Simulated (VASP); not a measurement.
Input of a VASP 6.6.1 run:

Contents of INCAR:

```
SYSTEM = Li2Se
PREC = Accurate ; ENCUT = 750
EDIFF = 1E-6 ; ISMEAR = -1
SIGMA = 0.02 ; LREAL = .False.
LASPH = .True. ; NELM = 120
ALGO = Normal ; ISIF = 2
LWAVE = .False. ; LCHARG = .False.
GGA = PE ; NBANDS = 13
GGA_COMPAT = .False.
```

File KPOINTS:

```
regular mesh
0
Gamma
  8 8 8
  0 0 0
```

The input POSCAR:

```
Li2Se
1.0
    0.0000000000      3.0533914785      3.0533914785
    3.0533914785      0.0000000000      3.0533914785
    3.0533914785      3.0533914785      0.0000000000
Se Li
1 2
Direct
    0.0000000000      0.0000000000      0.0000000000
    0.2500000000      0.2500000000      0.2500000000
    0.7500000000      0.7500000000      0.7500000000
```

Potentials or basis: VASP PAW PBE potentials, release 64 (Se, Li_sv).

Run with:

```bash
$ cat potpaw_PBE.64/Se/POTCAR potpaw_PBE.64/Li_sv/POTCAR > POTCAR
$ mpirun -np 1 vasp_std > vasp.out
```

(1) Estimate the band gap on the k mesh.

(2) Estimate the pressure.

## Answers

(1) 3.01 eV (least direct gap 3.18 eV).

(2) -1.6 GPa.

Caveat: the cell differs from its parent crystal (strain +2.0%).
